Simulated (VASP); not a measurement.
Input of a VASP 6.6.1 run:

File POSCAR:

```
TiO2
1.0
    1.4973310000      0.8644850000      6.8070054000
   -1.4973310000      0.8644850000      6.8070054000
    0.0000000000     -1.7289690000      6.8070054000
Ti O
1 2
Direct
    0.0000000000      0.0000000000      0.0000000000
    0.6204670000      0.6204670000      0.6204670000
    0.3795330000      0.3795330000      0.3795330000
```

The input INCAR.step1:

```
SYSTEM = TiO2
PREC     = Accurate       ! precision mode
ENCUT    = 520            ! plane-wave cutoff, eV
ISMEAR   = 0              ! smearing method
SIGMA    = 0.05           ! smearing width, eV
LREAL    = .FALSE.        ! projectors in reciprocal space
LASPH    = .TRUE.         ! aspherical terms in the spheres
NELM     = 100            ! most SCF steps
NBANDS   = 19             ! bands
GGA      = PE             ! functional
ALGO     = Normal         ! electronic algorithm
EDIFF    = 1E-4           ! SCF threshold, eV
LWAVE    = .TRUE.         ! write WAVECAR
LCHARG   = .FALSE.        ! write CHGCAR
```

INCAR.step2

```
SYSTEM = TiO2
PREC     = Accurate       ! precision mode
ENCUT    = 520            ! plane-wave cutoff, eV
EDIFF    = 1E-6           ! SCF threshold, eV
ISMEAR   = 0              ! smearing method
SIGMA    = 0.05           ! smearing width, eV
LREAL    = .FALSE.        ! projectors in reciprocal space
LASPH    = .TRUE.         ! aspherical terms in the spheres
NELM     = 100            ! most SCF steps
ALGO     = Normal         ! electronic algorithm
ISIF     = 2              ! what is computed and relaxed
LWAVE    = .FALSE.        ! write WAVECAR
LCHARG   = .FALSE.        ! write CHGCAR
METAGGA  = R2SCAN         ! meta-GGA
LMIXTAU  = .TRUE.       
NBANDS   = 19             ! bands
ISTART   = 1
```

File KPOINTS:

```
Automatic mesh
0
G
  8 8 8
  0 0 0
```

Potentials or basis: VASP PAW PBE potentials, release 64 (Ti_sv, O).

Command:

```sh
$ cat potpaw_PBE.64/Ti_sv/POTCAR potpaw_PBE.64/O/POTCAR > POTCAR
$ cp INCAR.step1 INCAR
$ mpirun -np 1 vasp_std > vasp.out
$ cp INCAR.step2 INCAR
$ mpirun -np 1 vasp_std > vasp.out
```

**Question.** What does it give for the band gap on the k mesh?

**Answer.** 3.13 eV (least direct gap 3.34 eV).

**Question.** What does it give for the largest force?

**Answer.** 0.147 eV/Å.

**Question.** Predict the pressure.

**Answer.** -0.5 GPa.

Forces in eV/Å, atoms in the order of the input:
```
Ti   0.000  0.000  0.000
O    0.000  0.000 -0.147
O    0.000  0.000  0.147
```

Caveat: the PAW data sets were made with another functional, which shifts forces and pressure a little. A k mesh can miss the band edges.
